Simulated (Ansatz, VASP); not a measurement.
GaSb in VASP and in Ansatz

The input POSCAR:

```
GaSb
1.0
    0.0000000000      3.1048850000      3.0590000000
    3.0590000000      0.0000000000      3.0590000000
    3.0590000000      3.1048850000      0.0000000000
Ga Sb
1 1
Direct
    0.0000000000      0.0000000000      0.0000000000
    0.7500000000      0.7500000000      0.7500000000
```

INCAR.step1

```
ALGO = Normal ; EDIFF = 1E-4
ENCUT = 520 ; GGA = PE
ISMEAR = 0 ; LASPH = True
LCHARG = False ; LREAL = False
LWAVE = True ; NBANDS = 16
NELM = 60 ; PREC = Accurate
SIGMA = 0.05
```

File INCAR.step2:

```
ALGO = Normal ; EDIFF = 1E-7
ENCUT = 520 ; ISIF = 2
ISMEAR = 0 ; ISTART = 1
LASPH = True ; LCHARG = False
LMIXTAU = True ; LREAL = False
LWAVE = False ; METAGGA = R2SCAN
NBANDS = 16 ; NELM = 60
PREC = Accurate ; SIGMA = 0.05
```

The input KPOINTS:

```
k-points
0
Gamma
  6 6 6
```

Input for Ansatz:

```yaml
crystal:
  lattice:
    - [0.0, 3.104885, 3.059]
    - [3.059, 0.0, 3.059]
    - [3.059, 3.104885, 0.0]
  atoms:
    - { symbol: Ga, position: [0.0, 0.0, 0.0] }
    - { symbol: Sb, position: [0.75, 0.75, 0.75] }
basis:
  ecutwfc: 500
kpoints:
  mp_grid: { grid: [6, 6, 6] }
hamiltonian:
  xc: r2scan
scf:
  occupations: { method: gaussian, width: 0.05 }
output:
  forces: true
  stress: true
  eigenvalues: true
```

Change from the starting cell: strain +0.0150 x Voigt [0, 1, 0, 0, 0, 0], atoms carried along.

Alike in both runs: task single point; functional r2SCAN; k mesh 6 × 6 × 6; occupations gaussian, width 0.05 eV; no spin polarisation.

|  | VASP | Ansatz |
| --- | --- | --- |
| version | VASP 6.6.1 | Ansatz 0.2.0 |
| potentials or method | VASP PAW PBE potentials, release 64 (Ga_d, Sb), cutoff 520 eV | scalar-relativistic, plane waves, PAW |
| valence electrons in the cell | 18 | 28 |

VASP gave:

- gap on the k mesh at the Fermi level (eV): 0.30
- least direct gap on the mesh (eV): 0.30
- pressure (GPa): -0.3
- traceless stress, the component that is largest in VASP (GPa): -0.50

Problem. Estimate Ansatz's values.

Solution. gap on the k mesh at the Fermi level (eV): 0.32; least direct gap on the mesh (eV): 0.32; pressure (GPa): -0.4; traceless stress, the component that is largest in VASP (GPa): -0.51.

VASP's potentials were made for PBE, not for r2SCAN. VASP's potentials hold 18 valence electrons a cell and Ansatz's 28, so a difference there can come from the potentials and not from the codes.

Neither program's run includes spin-orbit coupling.
